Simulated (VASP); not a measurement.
# GaAs (I4/mmm) in VASP: settings compared

GaAs is run at these levels: r2SCAN0, r2SCANh; tasks: single point.

Program: VASP 6.6.1. These are calculated values, not measurements. Logs are shortened: lines on timing, memory, paths and dates and some standing lists are left out, and cuts for length are marked.

## (1) The cell of the first run

Symmetry: I4/mmm, No. 139, tetragonal system. The conventional cell has a = 3.762 Å, b = 3.762 Å, c = 6.052 Å, α = 90.00°, β = 90.00°, γ = 90.00°. Ga (site symmetry 4/mmm) has 6 As at 2.66 to 3.03 Å within 3.5 Å. As (site symmetry 4/mmm) has 6 Ga at 2.66 to 3.03 Å within 3.5 Å.

## (2) Single point, r2SCAN0

File POSCAR:

```
GaAs
1.0
   -1.8807739600      1.8807739600      3.0258508800
    1.8807739600     -1.8807739600      3.0258508800
    1.8807739600      1.8807739600     -3.0258508800
Ga As
1 1
Direct
    0.0000000000      0.0000000000      0.0000000000
    0.5000000000      0.5000000000      0.0000000000
```

File INCAR.step1:

```
PREC     = Accurate       # precision mode
ENCUT    = 440            # plane-wave cutoff, eV
EDIFF    = 1E-5           # SCF threshold, eV
ISMEAR   = -1             # smearing method
SIGMA    = 0.05           # smearing width, eV
LREAL    = F              # projectors in reciprocal space
LASPH    = T              # aspherical terms in the spheres
NELM     = 120            # most SCF steps
ALGO     = Normal         # electronic algorithm
ISIF     = 2              # what is computed and relaxed
LWAVE    = T              # write WAVECAR
GGA      = PE             # functional
NBANDS   = 16             # bands
GGA_COMPAT= F
```

File INCAR.step2:

```
PREC     = Accurate       # precision mode
ENCUT    = 440            # plane-wave cutoff, eV
EDIFF    = 1E-6           # SCF threshold, eV
ISMEAR   = -1             # smearing method
SIGMA    = 0.05           # smearing width, eV
LREAL    = F              # projectors in reciprocal space
LASPH    = T              # aspherical terms in the spheres
NELM     = 120            # most SCF steps
ALGO     = Normal         # electronic algorithm
ISIF     = 2              # what is computed and relaxed
LWAVE    = F              # write WAVECAR
LCHARG   = T              # write CHGCAR
METAGGA  = R2SCAN         # meta-GGA
LHFCALC  = T              # exact exchange
AEXX     = 0.25           # exact-exchange fraction
LMIXTAU  = T            
PRECFOCK = Normal       
LELF     = T              # ELF
LVHAR    = T            
ISTART   = 1            
NBANDS   = 16             # bands
GGA_COMPAT= F
```

File KPOINTS:

```
regular mesh
0
Gamma
  5 5 5
```

Potentials or basis: VASP PAW PBE potentials, release 64 (Ga_d, As).

Launch:

```bash
cat potpaw_PBE.64/Ga_d/POTCAR potpaw_PBE.64/As/POTCAR > POTCAR
cp INCAR.step1 INCAR
mpirun -np 1 vasp_std > vasp.out
cp INCAR.step2 INCAR
mpirun -np 1 vasp_std > vasp.out
```

OUTCAR:

```text
PREC = Accurate
   ENCUT = 440
   EDIFF = 1E-6
   ISMEAR = -1
   LREAL = F
   LASPH = T
   NELM = 120
   ISIF = 2
   METAGGA = R2SCAN
   LHFCALC = T
   AEXX = 0.25
   PRECFOCK = Normal
   ISTART = 1

 ion  position               nearest neighbor table
   1  0.000  0.000  0.000-   2 2.66   2 2.66   2 2.66   2 2.66
   2  0.500  0.500  0.000-   1 2.66   1 2.66   1 2.66   1 2.66

  LATTYP: Found a body centered tetragonal cell.
 ALAT       =     3.7615479200
 C/A-ratio  =     1.6088328233

  Lattice vectors:

 A1 = (  -1.8807739600,   1.8807739600,   3.0258508800)
 A2 = (   1.8807739600,  -1.8807739600,   3.0258508800)
 A3 = (   1.8807739600,   1.8807739600,  -3.0258508800)

Analysis of symmetry for initial positions (statically):
=====================================================================
 Subroutine PRICEL returns:
 Original cell was already a primitive cell.

 Routine SETGRP: Setting up the symmetry group for a
 body centered tetragonal supercell.

 Subroutine GETGRP returns: Found 16 space group operations
 (whereof 16 operations were pure point group operations)
 out of a pool of 16 trial point group operations.

The static configuration has the point symmetry D_4h.

Analysis of symmetry for dynamics (positions and initial velocities):
=====================================================================
 Subroutine PRICEL returns:
 Original cell was already a primitive cell.

 Routine SETGRP: Setting up the symmetry group for a
 body centered tetragonal supercell.

 Subroutine GETGRP returns: Found 16 space group operations
 (whereof 16 operations were pure point group operations)
 out of a pool of 16 trial point group operations.

The dynamic configuration has the point symmetry D_4h.

 Subroutine INISYM returns: Found 16 space group operations
 (whereof 16 operations are pure point group operations),
 and found     1 'primitive' translations

----------------------------------------------------------------------------------------

                                     Primitive cell

  volume of cell :      42.8135

  direct lattice vectors                    reciprocal lattice vectors
    -1.880773960  1.880773960  3.025850880     0.000000000  0.265848002  0.165242776
     1.880773960 -1.880773960  3.025850880     0.265848002  0.000000000  0.165242776
     1.880773960  1.880773960 -3.025850880     0.265848002  0.265848002  0.000000000

[... 81 lines left out ...]
   NFREE  =      0    steps in history (QN), initial steepest desc. (CG)
   ISIF   =      2    stress and relaxation
   ISYM   =      3    0-nonsym 1-usesym 2-fastsym
   POTIM  = 0.5000    time-step for ionic-motion
   TEBEG  =    0.0;   TEEND  =   0.0 temperature during run
   PSTRESS=    0.0 pullay stress
   NELECT =      18.0000    total number of electrons
   NUPDOWN=      -1.0000    fix difference up-down
   EMIN   =  10.00;   EMAX   =-10.00  energy-range for DOS
   EFERMI =   0.00;   METHOD = LEGACY
   ISMEAR =    -1;   SIGMA  =   0.05  broadening in eV -4-tet -1-fermi 0-gaus
   EFERMI_NEDOS =   21; number of points for ismear=-14 and -15
   IALGO  =     38    algorithm
   IMIX   =      1    mixing-type and parameters
     AMIX     =   0.40;   BMIX     =  1.00
     AMIX_MAG =   1.60;   BMIX_MAG =  1.00
  volume/ion in A,a.u.               =      21.41       144.46
  Fermi-wavevector in a.u.,A,eV,Ry     =   1.226419  2.317595 20.464561  1.504103
  Thomas-Fermi vector in A             =   2.361420
   LORBIT       =      0    0 simple, 1 ext, 2 COOP (PROOUT), +10 PAW based schemes
   METAGGA = R2SCAN    functional components
   LHFCALC =     T    Hartree Fock is set to
   PRECFOCK=normal    Normal, Fast or Accurate (Low or Medium for compatibility)
   ENCUT4O =  -1.0   cutoff for four orbital integrals eV
   NKREDX  =     1    reduce k-point grid by
   NKREDY  =     1    reduce k-point grid by
   NKREDZ  =     1    reduce k-point grid by
   AEXX    =    0.2500 exact exchange contribution
   HFSCREEN=    0.0000 screening length (either q_TF or 0.3 A-1)
   HFSCREENC=   0.0000 screening length for correlation (either q_TF or 0.3 A-1)
   ENCUTFOCK=  -1.0 apply spherical cutoff to Coloumb kernel
   IVDW    =     0    specifies the selected vdW correction
   LEPSILON=     F    determine dielectric tensor
   LRPA    =     F    only Hartree local field effects (RPA)
 non-spin polarized calculation
  energy-cutoff  :      440.00
  volume of cell :       42.81
 maximum number of plane-waves:       916
  NGX = 24; NGY = 24; NGZ = 24

 number of electron      18.0000005 magnetization

 Free energy of the ion-electron system (eV)
  ---------------------------------------------------
  ext. energy  EPLUGINS =         0.00000000
  ---------------------------------------------------
  free energy    TOTEN  =       -23.81456056 eV

  energy without entropy =      -23.81083818  energy(sigma->0) =      -23.81269937

 E-fermi :   4.3414     XC(G=0):  -8.4756

 val. band max:        4.0451354994   @ k =  -0.4000   0.4000   0.4000
 cond. band min:       4.3962954694   @ k =   0.2000   0.0000   0.0000
 fundamental gap:      0.3511599700
 Fermi energy:         4.3413749063

 k-point     1 :       0.0000    0.0000    0.0000
  band No.  band energies     occupation
      1     -14.4879      2.00000
      2     -14.4481      2.00000
      3     -14.4324      2.00000
      4     -14.4324      2.00000
      5     -14.4283      2.00000
      6     -10.6905      2.00000
[... 319 lines left out ...]
      3     -14.4361      2.00000
      4     -14.4138      2.00000
      5     -14.4138      2.00000
      6      -8.8366      2.00000
[... 8 lines left out ...]
     15      18.6221      0.00000
     16      20.0954      0.00000

------------------------ aborting loop because EDIFF is reached ----------------------------------------

  FORCE on cell =-STRESS in cart. coord.  units (eV):
  Direction    XX          YY          ZZ          XY          YZ          ZX
  --------------------------------------------------------------------------------------
  -------------------------------------------------------------------------------------
  Total       -1.6314050     -1.6314050     -2.6523084      0.0000000      0.0000000      0.0000000
  in kB      -61.0508396    -61.0508396    -99.2553388      0.0000000      0.0000000      0.0000000
  external PRESSURE =     -73.7856726 kB  Pullay stress =       0.0000000 kB

 VOLUME and BASIS-vectors are now :
 -----------------------------------------------------------------------------
  energy-cutoff  :      440.00
  volume of cell :       42.81
      direct lattice vectors                 reciprocal lattice vectors
    -1.880773960  1.880773960  3.025850880     0.000000000  0.265848002  0.165242776
     1.880773960 -1.880773960  3.025850880     0.265848002  0.000000000  0.165242776
     1.880773960  1.880773960 -3.025850880     0.265848002  0.265848002  0.000000000

 POSITION                                       TOTAL-FORCE (eV/Angst)
 -----------------------------------------------------------------------------------
      0.00000      0.00000      0.00000         0.000000     -0.000000      0.000000
      0.00000      0.00000      3.02585        -0.000000      0.000000      0.000000
 -----------------------------------------------------------------------------------
    total drift:                                0.000005     -0.000000     -0.000000

  FREE ENERGIE OF THE ION-ELECTRON SYSTEM (eV)
  ---------------------------------------------------
  free  energy   TOTEN  =       -23.8145605582 eV

  energy  without entropy=      -23.8108381780  energy(sigma->0) =      -23.81269937
```

Run time: 55 min. Hardware: 1 thread of Intel Xeon 8259CL, shared host; peak memory 0.18 GiB.

What came out:

```yaml
Free_energy: -23.8146 eV
Pressure: -7.4 GPa
Band_gap_on_the_k_mesh: zero (bands 9 and 10 overlap by 3.48 eV)
```

Caveat: the k points lie up to 0.39 Å⁻¹ apart, too coarse for converged energies and pressures of a metal; the PAW data sets were made with another functional, which shifts forces and pressure a little.

## (3) Single point, r2SCANh

POSCAR is that of step 2.

File INCAR.step1:

```
PREC = Accurate
ENCUT = 440
EDIFF = 1E-5
ISMEAR = -1
SIGMA = 0.05
LREAL = False
LASPH = True
NELM = 120
ALGO = Normal
ISIF = 2
LWAVE = True
GGA = PE
NBANDS = 16
GGA_COMPAT = False
```

File INCAR.step2:

```
PREC = Accurate
ENCUT = 440
EDIFF = 1E-6
ISMEAR = -1
SIGMA = 0.05
LREAL = False
LASPH = True
NELM = 120
ALGO = Normal
ISIF = 2
LWAVE = False
LCHARG = True
METAGGA = R2SCAN
LHFCALC = True
AEXX = 0.1
LMIXTAU = True
PRECFOCK = Normal
LELF = True
LVHAR = True
ISTART = 1
NBANDS = 16
GGA_COMPAT = False
```

KPOINTS is that of step 2.

Potentials or basis: VASP PAW PBE potentials, release 64 (Ga_d, As).

Launch:

```bash
cat potpaw_PBE.64/Ga_d/POTCAR potpaw_PBE.64/As/POTCAR > POTCAR
cp INCAR.step1 INCAR
mpirun -np 1 vasp_std > vasp.out
cp INCAR.step2 INCAR
mpirun -np 1 vasp_std > vasp.out
```

Run time: 50 min. Hardware: 1 thread of Intel Xeon 8259CL, shared host; peak memory 0.18 GiB.

It converged, with:

| Quantity | Value |
| --- | --- |
| Free energy | -25.0938 eV |
| Pressure | -6.3 GPa |
| Band gap on the k mesh | zero (bands 9 and 10 overlap by 2.93 eV) |

Stress tensor (GPa, compression positive):
```
-4.98  0.00  0.00
 0.00 -4.98  0.00
 0.00  0.00 -8.99
```

Levels at points of the mesh, in eV from the Fermi level:
```
           k point  band 5  band 6  band 7  band 8  band 9  band 10  band 11  band 12  band 13  band 14
(0.00, 0.00, 0.00)  -16.83  -13.95   -0.90   -0.90   -0.61     0.75     5.49     7.18     8.33     8.33
```

Caveat: the k points lie up to 0.39 Å⁻¹ apart, too coarse for converged energies and pressures of a metal; the PAW data sets were made with another functional, which shifts forces and pressure a little.

The gap in the log of VASP goes by the Fermi energy; the results here count the filled bands.